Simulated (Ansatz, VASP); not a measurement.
**One calculation of InGa3P4, two programs**

```xyz
8
Lattice="3.9822 0.0000 0.0000 0.0000 3.9822 0.0000 0.0000 0.0000 11.1932" Properties=species:S:1:pos:R:3 pbc="T T T"
In    1.9911    1.9911    0.0000
Ga    0.0000    0.0000    8.2850
Ga    0.0000    0.0000    2.9082
Ga    1.9911    1.9911    5.5966
P     1.9911    0.0000    9.6131
P     0.0000    1.9911    1.5802
P     1.9911    0.0000    4.2521
P     0.0000    1.9911    6.9412
```

Alike in both runs: functional PBE; k mesh 4 × 4 × 2; occupations gaussian, width 0.1 eV; no spin polarisation.

Ansatz relaxed the structure, and its values are those at the end. VASP's run is a single point on that final structure, the one shown.

```csv
,VASP,Ansatz
version,VASP 6.6.1,Ansatz 0.2.0
potentials or method,"VASP PAW PBE potentials, release 64 (In_d, Ga_d, P), cutoff 520 eV","scalar-relativistic, plane waves, PAW"
valence electrons in the cell,72,72
```

Ansatz gave:

* gap on the k mesh at the Fermi level (eV): 1.12
* least direct gap on the mesh (eV): 1.12
* pressure (GPa): 0.1
* rms of the force components (eV/Å): 0.007

What did VASP give for the same quantities?

gap on the k mesh at the Fermi level (eV): 1.12; least direct gap on the mesh (eV): 1.12; pressure (GPa): 0.0; rms of the force components (eV/Å): 0.007.

The functional is the same, so the differences come from potentials, cutoffs and numerics.
